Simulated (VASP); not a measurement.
A run of VASP 6.6.1 is set up as follows.

INCAR

```
PREC = Accurate ; ENCUT = 520
EDIFF = 1E-6 ; ISMEAR = 0
SIGMA = 0.1 ; LREAL = False
LASPH = True ; NELM = 80
ALGO = Normal ; ISIF = 2
LWAVE = False ; LCHARG = False
GGA = PE ; NBANDS = 20
```

The input KPOINTS:

```
regular mesh
0
Gamma
  4 4 4
```

POSCAR

```
SbS3
1.0
    0.0000000000      3.3498156704      3.3498156704
    3.3498156704      0.0000000000      3.3498156704
    3.3498156704      3.3498156704      0.0000000000
Sb S
1 3
Direct
    0.0000000000      0.0000000000      0.0000000000
    0.2500000000      0.2500000000      0.2500000000
    0.7500000000      0.7500000000      0.7500000000
    0.5000000000      0.5000000000      0.5000000000
```

Potentials or basis: VASP PAW PBE potentials, release 64 (Sb, S).

Launch:

```sh
$ cat potpaw_PBE.64/Sb/POTCAR potpaw_PBE.64/S/POTCAR > POTCAR
$ mpirun -np 1 vasp_std > vasp.out
```

(1) Estimate the pressure.

Results:

(1) -0.4 GPa.

Caveat: the k points lie up to 0.41 Å⁻¹ apart.
